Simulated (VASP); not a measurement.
# SnTe (I4/mmm) in VASP: further runs

Runs on SnTe. Level: PBEsol. Tasks: single point.

Program: VASP 6.6.1. These are calculated values, not measurements. Logs are shortened: lines on timing, memory, paths and dates and some standing lists are left out, and cuts for length are marked.

## 1. The cell of the first run

It takes space group I4/mmm (No. 139, tetragonal). Conventional cell: a = 4.241 Å, b = 4.241 Å, c = 6.471 Å, α = 90.00°, β = 90.00°, γ = 90.00°. Within 3.9 Å of Sn (site symmetry 4/mmm) lie 6 Te at 3.00 to 3.24 Å. Te (site symmetry 4/mmm) has 6 Sn at 3.00 to 3.24 Å within 3.9 Å.

## 2. Single point, PBEsol (strain -0.050 along x and y, +0.025 along z)

Contents of INCAR:

```
SYSTEM = SnTe
PREC = Accurate
ENCUT = 500
EDIFF = 1E-6
ISMEAR = 0
SIGMA = 0.03
LREAL = .False.
LASPH = .True.
NELM = 120
ALGO = Normal
ISIF = 2
LWAVE = .False.
LCHARG = .True.
GGA = PS
LELF = .True.
LVHAR = .True.
NBANDS = 17
GGA_COMPAT = .False.
```

Contents of KPOINTS:

```
Automatic mesh
0
Gamma
  10 10 10
  0 0 0
```

Contents of POSCAR:

```
SnTe
1.0
    0.0000000000      2.9986750000      3.2354125000
    2.9986750000      0.0000000000      3.2354125000
    2.9986750000      2.9986750000      0.0000000000
Sn Te
1 1
Direct
    0.0000000000      0.0000000000      0.0000000000
    0.5000000000      0.5000000000      0.5000000000
```

Potentials or basis: VASP PAW PBE potentials, release 64 (Sn_d, Te).

The run is started by

```
$ cat potpaw_PBE.64/Sn_d/POTCAR potpaw_PBE.64/Te/POTCAR > POTCAR
$ mpirun -np 1 vasp_std > vasp.out
```

OUTCAR:

```text
SYSTEM = SnTe
   PREC = Accurate
   ENCUT = 500
   EDIFF = 1E-6
   ISMEAR = 0
   LREAL = .False.
   LASPH = .True.
   NELM = 120
   ISIF = 2
   GGA = PS

 ion  position               nearest neighbor table
   1  0.000  0.000  0.000-   2 3.00   2 3.00   2 3.00   2 3.00   2 3.24   2 3.24
   2  0.500  0.500  0.500-   1 3.00   1 3.00   1 3.00   1 3.00   1 3.24   1 3.24

  LATTYP: Found a body centered tetragonal cell.
 ALAT       =     4.2407668541
 C/A-ratio  =     1.5258620015

  Lattice vectors:

 A1 = (  -2.9986750000,   0.0000000000,   3.2354125000)
 A2 = (   2.9986750000,   0.0000000000,   3.2354125000)
 A3 = (   0.0000000000,   2.9986750000,  -3.2354125000)

Analysis of symmetry for initial positions (statically):
=====================================================================
 Subroutine PRICEL returns:
 Original cell was already a primitive cell.

 Routine SETGRP: Setting up the symmetry group for a
 body centered tetragonal supercell.

 Subroutine GETGRP returns: Found 16 space group operations
 (whereof 16 operations were pure point group operations)
 out of a pool of 16 trial point group operations.

The static configuration has the point symmetry D_4h.

Analysis of symmetry for dynamics (positions and initial velocities):
=====================================================================
 Subroutine PRICEL returns:
 Original cell was already a primitive cell.

 Routine SETGRP: Setting up the symmetry group for a
 body centered tetragonal supercell.

 Subroutine GETGRP returns: Found 16 space group operations
 (whereof 16 operations were pure point group operations)
 out of a pool of 16 trial point group operations.

The dynamic configuration has the point symmetry D_4h.

 Subroutine INISYM returns: Found 16 space group operations
 (whereof 16 operations are pure point group operations),
 and found     1 'primitive' translations

----------------------------------------------------------------------------------------

                                     Primitive cell

  volume of cell :      58.1860

  direct lattice vectors                    reciprocal lattice vectors
     0.000000000  2.998675000  3.235412500    -0.166740310  0.166740310  0.154539800
     2.998675000  0.000000000  3.235412500     0.166740310 -0.166740310  0.154539800
     2.998675000  2.998675000  0.000000000     0.166740310  0.166740310 -0.154539800

  length of vectors
     4.411342857  4.411342857  4.240766854     0.281934765  0.281934765  0.281934765

  position of ions in fractional coordinates (direct lattice)
     0.000000000  0.000000000  0.000000000
     0.500000000  0.500000000  0.500000000
[... 73 lines left out ...]
   LSORBIT =      F    spin-orbit coupling
   LASPH  =      T    aspherical Exc in radial PAW
   ENCUT  =  500.0 eV  36.75 Ry    6.06 a.u.   8.04  8.04  7.73*2*pi/ulx,y,z
   NELM   =    120;   NELMIN=  2; NELMDL= -5     # of ELM steps
   EDIFF  = 0.1E-05   stopping-criterion for ELM
   LREAL  =      F    real-space projection
   EDIFFG = 0.1E-04   stopping-criterion for IOM
   NSW    =      0    number of steps for IOM
   IBRION =     -1    ionic relax: 0-MD 1-quasi-New 2-CG
   NFREE  =      0    steps in history (QN), initial steepest desc. (CG)
   ISIF   =      2    stress and relaxation
   ISYM   =      2    0-nonsym 1-usesym 2-fastsym
   POTIM  = 0.5000    time-step for ionic-motion
   TEBEG  =    0.0;   TEEND  =   0.0 temperature during run
   PSTRESS=    0.0 pullay stress
   NELECT =      20.0000    total number of electrons
   NUPDOWN=      -1.0000    fix difference up-down
   EMIN   =  10.00;   EMAX   =-10.00  energy-range for DOS
   EFERMI =   0.00;   METHOD = LEGACY
   ISMEAR =     0;   SIGMA  =   0.03  broadening in eV -4-tet -1-fermi 0-gaus
   EFERMI_NEDOS =   21; number of points for ismear=-14 and -15
   IALGO  =     38    algorithm
   IMIX   =      4    mixing-type and parameters
     AMIX     =   0.40;   BMIX     =  1.00
     AMIX_MAG =   1.60;   BMIX_MAG =  1.00
  volume/ion in A,a.u.               =      29.09       196.33
  Fermi-wavevector in a.u.,A,eV,Ry     =   1.146776  2.167093 17.892963  1.315096
  Thomas-Fermi vector in A             =   2.283459
   LORBIT       =      0    0 simple, 1 ext, 2 COOP (PROOUT), +10 PAW based schemes
   GGA     = PS    functional components
   LHFCALC =     F    Hartree Fock is set to
   AEXX    =    0.0000 exact exchange contribution
   IVDW    =     0    specifies the selected vdW correction
   LEPSILON=     F    determine dielectric tensor
   LRPA    =     F    only Hartree local field effects (RPA)
 non-spin polarized calculation
 Gauss-broadening in eV      SIGMA  =   0.03
  energy-cutoff  :      500.00
  volume of cell :       58.19
 maximum number of plane-waves:      1500
   NGX = 17   NGY = 17   NGZ = 15

 number of electron      19.9999995 magnetization

 Free energy of the ion-electron system (eV)
  ---------------------------------------------------
  ext. energy  EPLUGINS =         0.00000000
  ---------------------------------------------------
  free energy    TOTEN  =        -8.18715414 eV

  energy without entropy =       -8.18698876  energy(sigma->0) =       -8.18707145

 E-fermi :   7.7897     XC(G=0):  -9.9712

 val. band max:        7.6840168021   @ k =  -0.4000   0.1000   0.2000
 cond. band min:       7.7918839512   @ k =  -0.3000   0.1000   0.0000
 fundamental gap:      0.1078671491
 Fermi energy:         7.7896921122

 k-point     1 :       0.0000    0.0000    0.0000
  band No.  band energies     occupation
      1     -14.0924      2.00000
      2     -14.0767      2.00000
      3     -14.0735      2.00000
      4     -14.0735      2.00000
      5     -14.0641      2.00000
      6      -5.6775      2.00000
[... 457 lines left out ...]
      4     -14.0641      2.00000
      5     -14.0636      2.00000
      6      -4.5282      2.00000
[... 9 lines left out ...]
     16      16.8462      0.00000
     17      17.2790      0.00000

 [... further k-points ...]
[... 5 lines left out ...]
  --------------------------------------------------------------------------------------
  -------------------------------------------------------------------------------------
  Total        2.9064843      2.9064843     -1.1004420      0.0000000      0.0000000      0.0000000
  in kB       80.0313444     80.0313444    -30.3011630      0.0000000      0.0000000      0.0000000
  external PRESSURE =      43.2538419 kB  Pullay stress =       0.0000000 kB

 VOLUME and BASIS-vectors are now :
 -----------------------------------------------------------------------------
  energy-cutoff  :      500.00
  volume of cell :       58.19
      direct lattice vectors                 reciprocal lattice vectors
     0.000000000  2.998675000  3.235412500    -0.166740310  0.166740310  0.154539800
     2.998675000  0.000000000  3.235412500     0.166740310 -0.166740310  0.154539800
     2.998675000  2.998675000  0.000000000     0.166740310  0.166740310 -0.154539800

 POSITION                                       TOTAL-FORCE (eV/Angst)
 -----------------------------------------------------------------------------------
      0.00000      0.00000      0.00000        -0.000000      0.000000      0.000000
      2.99867      2.99867      3.23541         0.000000     -0.000000      0.000000
 -----------------------------------------------------------------------------------
    total drift:                                0.000000     -0.000000     -0.000000

  FREE ENERGIE OF THE ION-ELECTRON SYSTEM (eV)
  ---------------------------------------------------
  free  energy   TOTEN  =        -8.1871541382 eV

  energy  without entropy=       -8.1869887565  energy(sigma->0) =       -8.18707145
```

stdout:

```text
POSCAR found type information on POSCAR SnTe
 POSCAR found :  2 types and       2 ions
 scaLAPACK will be used
 -----------------------------------------------------------------------------
|                                                                             |
|                                                                             |
|     You enforced a specific xc type in the INCAR file but a different       |
|     I HOPE YOU KNOW WHAT YOU ARE DOING!                                     |
|                                                                             |
 -----------------------------------------------------------------------------

 LDA part: xc-table for (Slater+PW92), standard interpolation
 POSCAR, INCAR and KPOINTS ok, starting setup
 FFT: planning ... GRIDC
 FFT: planning ... GRID_SOFT
 FFT: planning ... GRID
 WAVECAR not read
 entering main loop
```

Run time: 83 s. Hardware: 1 thread of Intel Xeon 8259CL, shared host; peak memory 0.24 GiB.

What came out:

* Free energy: -8.1872 eV
* Pressure: 4.3 GPa
* Band gap on the k mesh: zero (bands 10 and 11 overlap by 0.25 eV)

Caveat: the cell differs from its parent crystal (strain -0.050 along x and y, +0.025 along z); the cell stands under pressure; semilocal functionals underestimate gaps, so a narrow gap can read as zero; the PAW data sets were made with another functional, which shifts forces and pressure a little; spin-orbit coupling is left out, which moves the levels of the heavy elements.

(Part 1 of 2 ends here.)
